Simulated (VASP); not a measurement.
HfN:

```
CELL_PARAMETERS angstrom
3.13391 0.00000 0.00000
-1.56695 2.71404 0.00000
0.00000 0.00000 5.41677
ATOMIC_POSITIONS crystal
Hf 0.66667 0.33333 0.75000
Hf 0.33333 0.66667 0.25000
N 0.00000 0.00000 0.00000
N 0.00000 0.00000 0.50000
```

Program: VASP 6.6.1. Alike in all runs: task single point; no spin polarisation; cell as given; k mesh 9 × 9 × 5; cutoff (eV) 520; smearing methfessel-paxton 0.15 eV.

**Question.** Order these runs on this cell by their pressure, lowest first.
A. level LDA; potentials or basis VASP PAW LDA potentials, release 64 (Hf_pv, N)
B. level BLYP; potentials or basis VASP PAW PBE potentials, release 64 (Hf_pv, N)
C. level PBEsol; potentials or basis VASP PAW PBE potentials, release 64 (Hf_pv, N)

**Answer.** A (-10.1 GPa), C (-4.5 GPa), B (13.2 GPa).

Caveats: the PAW data sets were made with another functional, which shifts forces and pressure a little (some runs).
